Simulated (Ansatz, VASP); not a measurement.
## Two plane-wave programs on BN

The input INCAR:

```
ALGO     = Normal         # electronic algorithm
EDIFF    = 1E-7           # SCF threshold, eV
ENCUT    = 520            # plane-wave cutoff, eV
GGA      = PE             # functional
ISIF     = 2              # what is computed and relaxed
ISMEAR   = 0              # smearing method
LASPH    = True           # aspherical terms in the spheres
LCHARG   = False          # write CHGCAR
LREAL    = False          # projectors in reciprocal space
LWAVE    = False          # write WAVECAR
NBANDS   = 11             # bands
NELM     = 80             # most SCF steps
PREC     = Accurate       # precision mode
SIGMA    = 0.01           # smearing width, eV
```

The input KPOINTS:

```
k-points
0
Gamma
  10 10 10
```

File POSCAR:

```
BN
1.0
    0.0000000000      1.8302950246      1.8302950246
    1.8302950246      0.0000000000      1.8302950246
    1.8302950246      1.8302950246      0.0000000000
B N
1 1
Direct
    0.0000000000      0.0000000000      0.0000000000
    0.2500000000      0.2500000000      0.2500000000
```

Input for Ansatz:

```yaml
crystal:
  lattice:
    - [0.0, 1.8302950246, 1.8302950246]
    - [1.8302950246, 0.0, 1.8302950246]
    - [1.8302950246, 1.8302950246, 0.0]
  atoms:
    - { symbol: B, position: [0.0, 0.0, 0.0] }
    - { symbol: "N", position: [0.25, 0.25, 0.25] }
kpoints:
  mp_grid: { grid: [10, 10, 10] }
hamiltonian:
  xc: pbe
scf:
  occupations: { method: fixed }
  n_extra_bands: 4
output:
  forces: true
  stress: true
  eigenvalues: true
```

Alike in both runs: task single point; functional PBE; k mesh 10 × 10 × 10; no spin polarisation.

|  | VASP | Ansatz |
| --- | --- | --- |
| version | VASP 6.6.1 | Ansatz 0.2.0 |
| potentials or method | VASP PAW PBE potentials, release 64 (B, N) | plane waves, PAW |
| plane-wave cutoff (eV) | 520 | 420 |
| occupations | gaussian, width 0.01 eV | fixed |
| valence electrons in the cell | 8 | 8 |

```csv
,VASP,Ansatz,Ansatz less VASP
gap on the k mesh at the Fermi level (eV),4.42,4.43,+0.011
pressure (GPa),-10.3,-10.4,-0.15
```
